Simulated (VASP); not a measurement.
# Te (Pm-3n) in VASP: relaxation of cell and atoms with PBE

Aim: the relaxation of cell and atoms of Te with PBE.

All numbers are computed with VASP 6.6.1; they aren't measurements. Logs are shortened: lines on timing, memory, paths and dates and some standing lists are left out, and cuts for length are marked.

### 1 The cell of the first run

It takes space group Pm-3n (No. 223, cubic). Conventional cell: a = 6.152 Å, b = 6.152 Å, c = 6.152 Å, α = 90.00°, β = 90.00°, γ = 90.00°. Within 4.5 Å of Te (site symmetry m-3) lie 12 Te at 3.44 Å. Te (site symmetry -4m2) has 14 Te at 3.08 to 3.77 Å within 4.0 Å.

### 2 Relaxation of cell and atoms, PBE

INCAR

```
ALGO     = Normal         # electronic algorithm
EDIFF    = 1E-6           # SCF threshold, eV
EDIFFG   = -0.01          # ionic threshold
ENCUT    = 600            # plane-wave cutoff, eV
GGA      = PE             # functional
IBRION   = 2              # ionic algorithm
ISIF     = 3              # what is computed and relaxed
ISMEAR   = 0              # smearing method
LASPH    = True           # aspherical terms in the spheres
LCHARG   = False          # write CHGCAR
LREAL    = False          # projectors in reciprocal space
LWAVE    = False          # write WAVECAR
NELM     = 80             # most SCF steps
NSW      = 100            # ionic steps
PREC     = Accurate       # precision mode
SIGMA    = 0.1            # smearing width, eV
```

KPOINTS

```
k-points
0
Gamma
  6 6 6
```

POSCAR

```
Te
1.0
    6.1516751730      0.0000000000      0.0000000000
    0.0000000000      6.1516751730      0.0000000000
    0.0000000000      0.0000000000      6.1516751730
Te
8
Direct
    0.5000000000      0.5000000000      0.5000000000
    0.0000000000      0.0000000000      0.0000000000
    0.2500000000      0.0000000000      0.5000000000
    0.5000000000      0.2500000000      0.0000000000
    0.5000000000      0.7500000000      0.0000000000
    0.7500000000      0.0000000000      0.5000000000
    0.0000000000      0.5000000000      0.7500000000
    0.0000000000      0.5000000000      0.2500000000
```

Potentials or basis: VASP PAW PBE potentials, release 64 (Te).

Started as:

```sh
$ cat potpaw_PBE.64/Te/POTCAR > POTCAR
$ mpirun -np 1 vasp_std > vasp.out
```

OUTCAR:

```text
EDIFF = 1E-6
   EDIFFG = -0.01
   ENCUT = 600
   GGA = PE
   IBRION = 2
   ISIF = 3
   ISMEAR = 0
   LASPH = True
   LREAL = False
   NELM = 80
   NSW = 100
   PREC = Accurate

 ion  position               nearest neighbor table
   1  0.500  0.500  0.500-   3 3.44   4 3.44   5 3.44   6 3.44   7 3.44   8 3.44   4 3.44   5 3.44
                             3 3.44   6 3.44   7 3.44   8 3.44
   2  0.000  0.000  0.000-   3 3.44   4 3.44   5 3.44   6 3.44   7 3.44   8 3.44   3 3.44   6 3.44
                             7 3.44   8 3.44   4 3.44   5 3.44
   3  0.250  0.000  0.500-   6 3.08   6 3.08   1 3.44   2 3.44   1 3.44   2 3.44
   4  0.500  0.250  0.000-   5 3.08   5 3.08   1 3.44   1 3.44   2 3.44   2 3.44
   5  0.500  0.750  0.000-   4 3.08   4 3.08   1 3.44   1 3.44   2 3.44   2 3.44
   6  0.750  0.000  0.500-   3 3.08   3 3.08   1 3.44   2 3.44   1 3.44   2 3.44
   7  0.000  0.500  0.750-   8 3.08   8 3.08   1 3.44   2 3.44   2 3.44   1 3.44
   8  0.000  0.500  0.250-   7 3.08   7 3.08   1 3.44   2 3.44   2 3.44   1 3.44

  LATTYP: Found a simple cubic cell.
 ALAT       =     6.1516751730

  Lattice vectors:

 A1 = (   6.1516751730,   0.0000000000,   0.0000000000)
 A2 = (   0.0000000000,   6.1516751730,   0.0000000000)
 A3 = (   0.0000000000,   0.0000000000,   6.1516751730)

Analysis of symmetry for initial positions (statically):
=====================================================================
 Subroutine PRICEL returns:
 Original cell was already a primitive cell.

 Routine SETGRP: Setting up the symmetry group for a
 simple cubic supercell.

 Subroutine GETGRP returns: Found 48 space group operations
 (whereof 24 operations were pure point group operations)
 out of a pool of 48 trial point group operations.

The static configuration has the point symmetry T_h .
 The point group associated with its full space group is O_h .

Analysis of symmetry for dynamics (positions and initial velocities):
=====================================================================
 Subroutine PRICEL returns:
 Original cell was already a primitive cell.

 Routine SETGRP: Setting up the symmetry group for a
 simple cubic supercell.

 Subroutine GETGRP returns: Found 48 space group operations
 (whereof 24 operations were pure point group operations)
 out of a pool of 48 trial point group operations.

The dynamic configuration has the point symmetry T_h .
 The point group associated with its full space group is O_h .

 Subroutine INISYM returns: Found 48 space group operations
 (whereof 24 operations are pure point group operations),
 and found     1 'primitive' translations

----------------------------------------------------------------------------------------

                                     Primitive cell

  volume of cell :     232.7985

  direct lattice vectors                    reciprocal lattice vectors
     6.151675173  0.000000000  0.000000000     0.162557348  0.000000000  0.000000000
     0.000000000  6.151675173  0.000000000     0.000000000  0.162557348  0.000000000
     0.000000000  0.000000000  6.151675173     0.000000000  0.000000000  0.162557348

  length of vectors
     6.151675173  6.151675173  6.151675173     0.162557348  0.162557348  0.162557348

  position of ions in fractional coordinates (direct lattice)
     0.500000000  0.500000000  0.500000000
     0.000000000  0.000000000  0.000000000
     0.250000000  0.000000000  0.500000000
     0.500000000  0.250000000  0.000000000
     0.500000000  0.750000000  0.000000000
     0.750000000  0.000000000  0.500000000
     0.000000000  0.500000000  0.750000000
     0.000000000  0.500000000  0.250000000

  ion indices of the primitive-cell ions
   primitive index   ion index
                 1           1
                 2           2
                 3           3
                 4           4
                 5           5
                 6           6
                 7           7
                 8           8

----------------------------------------------------------------------------------------

 KPOINTS: k-points

Automatic generation of k-mesh.
 Grid dimensions read from file:
 generate k-points for:    6    6    6

 Generating k-lattice:

  Cartesian coordinates                     Fractional coordinates (reciprocal lattice)
     0.027092891  0.000000000  0.000000000     0.166666667  0.000000000  0.000000000
     0.000000000  0.027092891  0.000000000     0.000000000  0.166666667  0.000000000
     0.000000000  0.000000000  0.027092891     0.000000000  0.000000000  0.166666667

  Length of vectors
     0.027092891  0.027092891  0.027092891

  Shift w.r.t. Gamma in fractional coordinates (k-lattice)
     0.000000000  0.000000000  0.000000000

 Subroutine IBZKPT returns following result:
 ===========================================

 Found     20 irreducible k-points:

 Following reciprocal coordinates:
            Coordinates               Weight
  0.000000  0.000000  0.000000      1.000000
  0.166667  0.000000  0.000000      6.000000
  0.333333  0.000000  0.000000      6.000000
  0.500000  0.000000  0.000000      3.000000
  0.166667  0.166667  0.000000     12.000000
  0.333333  0.166667  0.000000     24.000000
[... 12 lines left out ...]
  0.500000  0.500000  0.333333      6.000000
  0.500000  0.500000  0.500000      1.000000
   k-points           NKPTS =     20   k-points in BZ     NKDIM =     20   number of bands    NBANDS=     29
   number of dos      NEDOS =    301   number of ions     NIONS =      8
   total plane-waves  NPLWV = 125000
   dimension x,y,z NGX =    50 NGY =   50 NGZ =   50
   dimension x,y,z NGXF=   100 NGYF=  100 NGZF=  100
   ions per type =               8
   NGX,Y,Z   is equivalent  to a cutoff of  13.51, 13.51, 13.51 a.u.
   NGXF,Y,Z  is equivalent  to a cutoff of  27.02, 27.02, 27.02 a.u.
 SYSTEM =  unknown system
   PREC   = accura    normal or accurate (medium, high low for compatibility)
   ISTART =      0    job   : 0-new  1-cont  2-samecut
   ICHARG =      2    charge: 1-file 2-atom 10-const
   ISPIN  =      1    spin polarized calculation?
   LNONCOLLINEAR =      F non collinear calculations
   LSORBIT =      F    spin-orbit coupling
   LASPH  =      T    aspherical Exc in radial PAW
   ENCUT  =  600.0 eV  44.10 Ry    6.64 a.u.  12.29 12.29 12.29*2*pi/ulx,y,z
   NELM   =     80;   NELMIN=  2; NELMDL= -5     # of ELM steps
   EDIFF  = 0.1E-05   stopping-criterion for ELM
   LREAL  =      F    real-space projection
   EDIFFG = -.1E-01   stopping-criterion for IOM
   NSW    =    100    number of steps for IOM
   IBRION =      2    ionic relax: 0-MD 1-quasi-New 2-CG
   NFREE  =      1    steps in history (QN), initial steepest desc. (CG)
   ISIF   =      3    stress and relaxation
   ISYM   =      2    0-nonsym 1-usesym 2-fastsym
   POTIM  = 0.5000    time-step for ionic-motion
   TEBEG  =    0.0;   TEEND  =   0.0 temperature during run
   PSTRESS=    0.0 pullay stress
   NELECT =      48.0000    total number of electrons
   NUPDOWN=      -1.0000    fix difference up-down
   EMIN   =  10.00;   EMAX   =-10.00  energy-range for DOS
   EFERMI =   0.00;   METHOD = LEGACY
   ISMEAR =     0;   SIGMA  =   0.10  broadening in eV -4-tet -1-fermi 0-gaus
   EFERMI_NEDOS =   21; number of points for ismear=-14 and -15
   IALGO  =     38    algorithm
   IMIX   =      4    mixing-type and parameters
     AMIX     =   0.40;   BMIX     =  1.00
     AMIX_MAG =   1.60;   BMIX_MAG =  1.00
  volume/ion in A,a.u.               =      29.10       196.38
  Fermi-wavevector in a.u.,A,eV,Ry     =   0.967153  1.827654 12.726684  0.935385
  Thomas-Fermi vector in A             =   2.097015
   LORBIT       =      0    0 simple, 1 ext, 2 COOP (PROOUT), +10 PAW based schemes
   GGA     = PE    functional components
   LHFCALC =     F    Hartree Fock is set to
   AEXX    =    0.0000 exact exchange contribution
   IVDW    =     0    specifies the selected vdW correction
   LEPSILON=     F    determine dielectric tensor
   LRPA    =     F    only Hartree local field effects (RPA)
 conjugate gradient relaxation of ions
 non-spin polarized calculation
 Gauss-broadening in eV      SIGMA  =   0.10
  energy-cutoff  :      600.00
  volume of cell :      232.80
 maximum number of plane-waves:      7809
 NGX is ok and might be reduce to    50
   NGX = 25   NGY = 25   NGZ = 25

--------------------------------------- Ionic step        1  -------------------------------------------

 number of electron      47.9999989 magnetization

 Free energy of the ion-electron system (eV)
  ---------------------------------------------------
  ext. energy  EPLUGINS =         0.00000000
  ---------------------------------------------------
  free energy    TOTEN  =       -21.41380859 eV

  energy without entropy =      -21.36575445  energy(sigma->0) =      -21.38978152

 E-fermi :   7.4761     XC(G=0):  -9.9784

 val. band max:        7.4124727843   @ k =   0.3333   0.3333   0.1667
 cond. band min:       7.4781807011   @ k =   0.5000   0.3333   0.0000
 fundamental gap:      0.0657079168
 Fermi energy:         7.4761328040

 k-point     1 :       0.0000    0.0000    0.0000
  band No.  band energies     occupation
      1      -6.2390      2.00000
      2      -4.0018      2.00000
      3      -4.0018      2.00000
      4      -3.8711      2.00000
      5      -2.4234      2.00000
      6      -2.3633      2.00000
[... 710 lines left out ...]
  energy  without entropy=      -21.3684901986  energy(sigma->0) =      -21.39204236

--------------------------------------- Ionic step        3  -------------------------------------------

 number of electron      47.9999992 magnetization

 Free energy of the ion-electron system (eV)
  ---------------------------------------------------
  ext. energy  EPLUGINS =         0.00000000
  ---------------------------------------------------
  free energy    TOTEN  =       -21.41577642 eV

  energy without entropy =      -21.36845845  energy(sigma->0) =      -21.39211743

 E-fermi :   7.5758     XC(G=0): -10.0113

 val. band max:        7.5120784528   @ k =   0.3333   0.3333   0.1667
 cond. band min:       7.5760984273   @ k =   0.5000   0.3333   0.0000
 fundamental gap:      0.0640199745
 Fermi energy:         7.5757973154

 k-point     1 :       0.0000    0.0000    0.0000
  band No.  band energies     occupation
      1      -6.1959      2.00000
      2      -3.9290      2.00000
      3      -3.9290      2.00000
      4      -3.7959      2.00000
      5      -2.3229      2.00000
      6      -2.2733      2.00000
[... 664 lines left out ...]
  FREE ENERGIE OF THE ION-ELECTRON SYSTEM (eV)
  ---------------------------------------------------
  free  energy   TOTEN  =       -21.4157764159 eV

  energy  without entropy=      -21.3684584538  energy(sigma->0) =      -21.39211743

 reached required accuracy - stopping structural energy minimisation
```

Wall time 2.8 min (1 thread of Intel Xeon 6975P-C (Granite Rapids), shared host); peak memory 0.42 GiB.

Results:

| Quantity | Value |
| --- | --- |
| Free energy | -21.4158 eV |
| Relaxed volume | 28.89 Å³/atom |
| Relaxed cell | a = 6.137 Å, b = 6.137 Å, c = 6.137 Å, α = 90.00°, β = 90.00°, γ = 90.00° |
| Space group after relaxing (to 0.1 Å) | Pm-3n (No. 223) |
| Energy gained by relaxing | 0.2 meV/atom |
| Ionic steps | 3 |
| Pressure after relaxing | 0.0 GPa |

Step by step:
```csv
step,energy change (eV),largest force (eV/Å),pressure (GPa),volume (Å³)
1,0.0000,0.0000,-0.36,232.80
2,-0.0018,0.0000,0.12,230.58
3,-0.0020,0.0000,0.00,231.09
```

Final structure:
```yaml
crystal:
  lattice:
    - [6.13662, 0.00000, 0.00000]
    - [0.00000, 6.13662, 0.00000]
    - [0.00000, 0.00000, 6.13662]
  atoms:
    - { symbol: Te, position: [0.50000, 0.50000, 0.50000] }
    - { symbol: Te, position: [0.00000, 0.00000, 0.00000] }
    - { symbol: Te, position: [0.25000, 0.00000, 0.50000] }
    - { symbol: Te, position: [0.50000, 0.25000, 0.00000] }
    - { symbol: Te, position: [0.50000, 0.75000, 0.00000] }
    - { symbol: Te, position: [0.75000, 0.00000, 0.50000] }
    - { symbol: Te, position: [0.00000, 0.50000, 0.75000] }
    - { symbol: Te, position: [0.00000, 0.50000, 0.25000] }
```

Levels at points of the mesh, in eV from the Fermi level:
```
           k point  band 20  band 21  band 22  band 23  band 24  band 25  band 26  band 27  band 28  band 29
(0.00, 0.00, 0.00)    -2.10    -0.25    -0.25    -0.25     0.07     0.07     0.07     1.45     1.45     1.45
(0.50, 0.00, 0.00)    -1.36    -1.05    -1.05    -0.42    -0.42     0.14     0.14     1.38     1.38     1.78
(0.50, 0.50, 0.00)    -1.26    -1.21    -0.61    -0.21    -0.21     0.28     0.28     0.41     0.42     0.64
(0.50, 0.50, 0.50)    -0.94    -0.94    -0.94    -0.80    -0.80    -0.80    -0.80    -0.37    -0.37    -0.37
```

Caveat: the highest band is partly filled, so the run has too few bands; spin-orbit coupling is left out, which moves the levels of the heavy elements.
